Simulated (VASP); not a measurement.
# Sb (P6_3/mmc) in VASP: a series of runs, part 2 of 2

VASP 6.6.1.

**4. Single point, r2SCAN**

This run uses another cell than the first one, of 27.05 Å³/atom, 0.926 times its volume.

Input file POSCAR:

```
Sb
1.0
    3.3490885180      0.0000000000      0.0000000000
   -1.6745442590      2.9003957361      0.0000000000
    0.0000000000      0.0000000000      5.5698207608
Sb
2
Direct
    0.3333333333      0.6666666667      0.2500000000
    0.6666666667      0.3333333333      0.7500000000
```

Input file INCAR.step1:

```
  ALGO = Normal
  EDIFF = 1E-4
  ENCUT = 520
  GGA = PE
  ISMEAR = -1
  LASPH = T
  LCHARG = F
  LREAL = F
  LWAVE = T
  NBANDS = 12
  NELM = 100
  PREC = Accurate
  SIGMA = 0.1
```

Input file INCAR.step2:

```
  ALGO = Normal
  EDIFF = 1E-6
  ENCUT = 520
  ISIF = 2
  ISMEAR = -1
  ISTART = 1
  LASPH = T
  LCHARG = T
  LELF = T
  LMIXTAU = T
  LREAL = F
  LVHAR = T
  LWAVE = F
  METAGGA = R2SCAN
  NBANDS = 12
  NELM = 100
  PREC = Accurate
  SIGMA = 0.1
```

Input file KPOINTS:

```
k-points
0
Gamma
  18 18 9
```

Potentials or basis: VASP PAW PBE potentials, release 64 (Sb).

Command:

```bash
cat potpaw_PBE.64/Sb/POTCAR > POTCAR
cp INCAR.step1 INCAR
mpirun -np 1 vasp_std > vasp.out
cp INCAR.step2 INCAR
mpirun -np 1 vasp_std > vasp.out
```

OUTCAR:

```text
EDIFF = 1E-6
   ENCUT = 520
   ISIF = 2
   ISMEAR = -1
   ISTART = 1
   LASPH = T
   LREAL = F
   METAGGA = R2SCAN
   NELM = 100
   PREC = Accurate

 ion  position               nearest neighbor table
   1  0.333  0.667  0.250-   2 3.39   2 3.39   2 3.39   2 3.39   2 3.39   2 3.39
   2  0.667  0.333  0.750-   1 3.39   1 3.39   1 3.39   1 3.39   1 3.39   1 3.39

  LATTYP: Found a hexagonal cell.
 ALAT       =     3.3490885180
 C/A-ratio  =     1.6630855622

  Lattice vectors:

 A1 = (   3.3490885180,   0.0000000000,   0.0000000000)
 A2 = (  -1.6745442590,   2.9003957361,   0.0000000000)
 A3 = (   0.0000000000,   0.0000000000,   5.5698207608)

Analysis of symmetry for initial positions (statically):
=====================================================================
 Subroutine PRICEL returns:
 Original cell was already a primitive cell.

 Routine SETGRP: Setting up the symmetry group for a
 hexagonal supercell.

 Subroutine GETGRP returns: Found 24 space group operations
 (whereof 12 operations were pure point group operations)
 out of a pool of 24 trial point group operations.

The static configuration has the point symmetry D_3d.
 The point group associated with its full space group is D_6h.

Analysis of symmetry for dynamics (positions and initial velocities):
=====================================================================
 Subroutine PRICEL returns:
 Original cell was already a primitive cell.

 Routine SETGRP: Setting up the symmetry group for a
 hexagonal supercell.

 Subroutine GETGRP returns: Found 24 space group operations
 (whereof 12 operations were pure point group operations)
 out of a pool of 24 trial point group operations.

The dynamic configuration has the point symmetry D_3d.
 The point group associated with its full space group is D_6h.

 Subroutine INISYM returns: Found 24 space group operations
 (whereof 12 operations are pure point group operations),
 and found     1 'primitive' translations

----------------------------------------------------------------------------------------

                                     Primitive cell

  volume of cell :      54.1035

  direct lattice vectors                    reciprocal lattice vectors
     3.349088518  0.000000000  0.000000000     0.298588704  0.172390269  0.000000000
    -1.674544259  2.900395736  0.000000000     0.000000000  0.344780537  0.000000000
     0.000000000  0.000000000  5.569820761     0.000000000  0.000000000  0.179538991

  length of vectors
     3.349088518  3.349088518  5.569820761     0.344780537  0.344780537  0.179538991

  position of ions in fractional coordinates (direct lattice)
     0.333333333  0.666666667  0.250000000
     0.666666667  0.333333333  0.750000000

  ion indices of the primitive-cell ions
   primitive index   ion index
                 1           1
                 2           2

----------------------------------------------------------------------------------------

 KPOINTS: k-points

Automatic generation of k-mesh.
 Grid dimensions read from file:
 generate k-points for:   18   18    9

 Generating k-lattice:

[... 23 lines left out ...]
  0.277778  0.000000  0.000000      6.000000
[... 16 lines left out ...]
  0.333333  0.111111  0.000000     12.000000
  0.388889  0.111111  0.000000     12.000000
 [... further k-points ...]
   k-points           NKPTS =    185   k-points in BZ     NKDIM =    185   number of bands    NBANDS=     12
   number of dos      NEDOS =    301   number of ions     NIONS =      2
   total plane-waves  NPLWV =  32928
   dimension x,y,z NGX =    28 NGY =   28 NGZ =   42
   dimension x,y,z NGXF=    56 NGYF=   56 NGZF=   84
   ions per type =               2
   NGX,Y,Z   is equivalent  to a cutoff of  13.90, 13.90, 12.54 a.u.
   NGXF,Y,Z  is equivalent  to a cutoff of  27.80, 27.80, 25.07 a.u.
 SYSTEM =  unknown system
   PREC   = accura    normal or accurate (medium, high low for compatibility)
   ISTART =      1    job   : 0-new  1-cont  2-samecut
   ICHARG =      0    charge: 1-file 2-atom 10-const
   ISPIN  =      1    spin polarized calculation?
   LNONCOLLINEAR =      F non collinear calculations
   LSORBIT =      F    spin-orbit coupling
   LASPH  =      T    aspherical Exc in radial PAW
   ENCUT  =  520.0 eV  38.22 Ry    6.18 a.u.   6.23  6.23 10.36*2*pi/ulx,y,z
   NELM   =    100;   NELMIN=  2; NELMDL=  0     # of ELM steps
   EDIFF  = 0.1E-05   stopping-criterion for ELM
   LREAL  =      F    real-space projection
   EDIFFG = 0.1E-04   stopping-criterion for IOM
   NSW    =      0    number of steps for IOM
   IBRION =     -1    ionic relax: 0-MD 1-quasi-New 2-CG
   NFREE  =      0    steps in history (QN), initial steepest desc. (CG)
   ISIF   =      2    stress and relaxation
   ISYM   =      2    0-nonsym 1-usesym 2-fastsym
   POTIM  = 0.5000    time-step for ionic-motion
   TEBEG  =    0.0;   TEEND  =   0.0 temperature during run
   PSTRESS=    0.0 pullay stress
   NELECT =      10.0000    total number of electrons
   NUPDOWN=      -1.0000    fix difference up-down
   EMIN   =  10.00;   EMAX   =-10.00  energy-range for DOS
   EFERMI =   0.00;   METHOD = LEGACY
   ISMEAR =    -1;   SIGMA  =   0.10  broadening in eV -4-tet -1-fermi 0-gaus
   EFERMI_NEDOS =   21; number of points for ismear=-14 and -15
   IALGO  =     38    algorithm
   IMIX   =      4    mixing-type and parameters
     AMIX     =   0.40;   BMIX     =  1.00
     AMIX_MAG =   1.60;   BMIX_MAG =  1.00
  volume/ion in A,a.u.               =      27.05       182.55
  Fermi-wavevector in a.u.,A,eV,Ry     =   0.932538  1.762241 11.831991  0.869627
  Thomas-Fermi vector in A             =   2.059146
   LORBIT       =      0    0 simple, 1 ext, 2 COOP (PROOUT), +10 PAW based schemes
   METAGGA = R2SCAN    functional components
   LHFCALC =     F    Hartree Fock is set to
   AEXX    =    0.0000 exact exchange contribution
   IVDW    =     0    specifies the selected vdW correction
   LEPSILON=     F    determine dielectric tensor
   LRPA    =     F    only Hartree local field effects (RPA)
 non-spin polarized calculation
  energy-cutoff  :      520.00
  volume of cell :       54.10
 maximum number of plane-waves:      1484
 NGX is ok and might be reduce to    28
   NGX = 13   NGY = 13   NGZ = 21

 number of electron      10.0000000 magnetization

 Free energy of the ion-electron system (eV)
  ---------------------------------------------------
  ext. energy  EPLUGINS =         0.00000000
  ---------------------------------------------------
  free energy    TOTEN  =       -50.57257647 eV

  energy without entropy =      -50.53066399  energy(sigma->0) =      -50.55162023

 E-fermi :   8.4313     XC(G=0): -10.8011

 val. band max:        8.4310085453   @ k =   0.2778   0.0556   0.4444
 cond. band min:       8.4534995382   @ k =   0.4444   0.0556   0.0000
 fundamental gap:      0.0224909929
 Fermi energy:         8.4312594216

 k-point     1 :       0.0000    0.0000    0.0000
  band No.  band energies     occupation
      1      -5.1334      2.00000
      2      -1.3242      2.00000
      3       2.2657      2.00000
      4      12.3541      0.00000
      5      12.3541      0.00000
      6      13.7906      0.00000
      7      14.0168      0.00000
      8      14.0168      0.00000
      9      16.9142      0.00000
     10      17.8444      0.00000
     11      18.9200      0.00000
     12      18.9200      0.00000
[... 331 lines left out ...]
 k-point    24 :       0.3889    0.1111    0.0000
  band No.  band energies     occupation
      1      -1.5275      2.00000
      2       0.4404      2.00000
      3       3.7913      2.00000
      4       5.5959      2.00000
      5       5.8456      2.00000
      6       7.6997      1.99867
      7       8.7700      0.06537
      8      10.8950      0.00000
      9      14.8902      0.00000
     10      15.0981      0.00000
     11      19.0323      0.00000
     12      19.4328      0.00000

 [... further k-points ...]

------------------------ aborting loop because EDIFF is reached ----------------------------------------

  FORCE on cell =-STRESS in cart. coord.  units (eV):
  Direction    XX          YY          ZZ          XY          YZ          ZX
  --------------------------------------------------------------------------------------
  -------------------------------------------------------------------------------------
  Total       -0.0214775     -0.0214775      0.2117814      0.0000000      0.0000000     -0.0000000
  in kB       -0.6360163     -0.6360163      6.2715273      0.0000000      0.0000000     -0.0000000
  external PRESSURE =       1.6664982 kB  Pullay stress =       0.0000000 kB

 VOLUME and BASIS-vectors are now :
 -----------------------------------------------------------------------------
  energy-cutoff  :      520.00
  volume of cell :       54.10
      direct lattice vectors                 reciprocal lattice vectors
     3.349088518  0.000000000  0.000000000     0.298588704  0.172390269  0.000000000
    -1.674544259  2.900395736  0.000000000     0.000000000  0.344780537  0.000000000
     0.000000000  0.000000000  5.569820761     0.000000000  0.000000000  0.179538991

 POSITION                                       TOTAL-FORCE (eV/Angst)
 -----------------------------------------------------------------------------------
     -0.00000      1.93360      1.39246        -0.000000      0.000000      0.000000
      1.67454      0.96680      4.17737         0.000000     -0.000000      0.000000
 -----------------------------------------------------------------------------------
    total drift:                               -0.000000      0.000000      0.000000

  FREE ENERGIE OF THE ION-ELECTRON SYSTEM (eV)
  ---------------------------------------------------
  free  energy   TOTEN  =       -50.5725764668 eV

  energy  without entropy=      -50.5306639915  energy(sigma->0) =      -50.55162023
```

OSZICAR.step1:

```text
N       E                     dE             d eps       ncg     rms          rms(c)
DAV:   1     0.338824027180E+02    0.33882E+02   -0.35678E+03  4440   0.660E+02
DAV:   2    -0.591489109022E+01   -0.39797E+02   -0.38483E+02  6016   0.107E+02
DAV:   3    -0.773251083193E+01   -0.18176E+01   -0.17995E+01  5548   0.253E+01
DAV:   4    -0.774693871073E+01   -0.14428E-01   -0.14424E-01  5052   0.271E+00
DAV:   5    -0.774708394407E+01   -0.14523E-03   -0.14523E-03  5316   0.305E-01    0.239E+00
DAV:   6    -0.774168691566E+01    0.53970E-02   -0.34596E-03  4948   0.309E-01    0.136E+00
DAV:   7    -0.773893625169E+01    0.27507E-02   -0.68296E-03  4744   0.437E-01    0.509E-02
DAV:   8    -0.773897791589E+01   -0.41664E-04   -0.12438E-04  4296   0.805E-02
   1 F= -.77389779E+01 E0= -.77168987E+01  d E =-.441585E-01
```

Run time: 4.6 min. Hardware: 1 thread of Intel Xeon Platinum 8488C (Sapphire Rapids), shared host; peak memory 0.25 GiB.

What came out:

```
Free energy            : -50.5726 eV
Pressure               : 0.2 GPa
Band gap on the k mesh : zero (band 5 reaches 13.02 eV, above the bottom of band 6 at 5.26 eV)
```

Levels at points of the mesh, in eV from the Fermi level:
| k point | band 2 | band 3 | band 4 | band 5 | band 6 | band 7 | band 8 | band 9 |
| --- | --- | --- | --- | --- | --- | --- | --- | --- |
| (0.00, 0.00, 0.00) | -9.76 | -6.17 | 3.92 | 3.92 | 5.36 | 5.59 | 5.59 | 8.48 |
| (0.50, 0.00, 0.00) | -8.36 | -4.63 | -3.45 | -2.43 | -0.10 | 0.49 | 3.76 | 4.88 |

Caveat: the PAW data sets were made with another functional, which shifts forces and pressure a little; spin-orbit coupling is left out, which moves the levels of the heavy elements.

**5. Summary**

| cell | k mesh | gap on the mesh (eV) | pressure (GPa) |
| --- | --- | --- | --- |
| a = 3.436, b = 3.436, c = 5.715 Å, angles 90.0, 90.0, 120.0°, 2 atoms | 12 × 12 × 7 | none | -3.9 |
| a = 3.478, b = 3.478, c = 5.784 Å, angles 90.0, 90.0, 120.0°, 2 atoms | 12 × 12 × 7 | none | -5.3 |
| a = 3.349, b = 3.349, c = 5.570 Å, angles 90.0, 90.0, 120.0°, 2 atoms | 18 × 18 × 9 | none | 0.2 |

Alike in all rows: task single point; level r2SCAN; potentials or basis VASP PAW PBE potentials, release 64 (Sb); no spin polarisation; cutoff (eV) 520; smearing fermi-dirac 0.1 eV.

Caveats: the PAW data sets were made with another functional, which shifts forces and pressure a little; spin-orbit coupling is left out, which moves the levels of the heavy elements.

Total energies depend on the potentials used, so only differences within one code and one set of settings carry meaning.
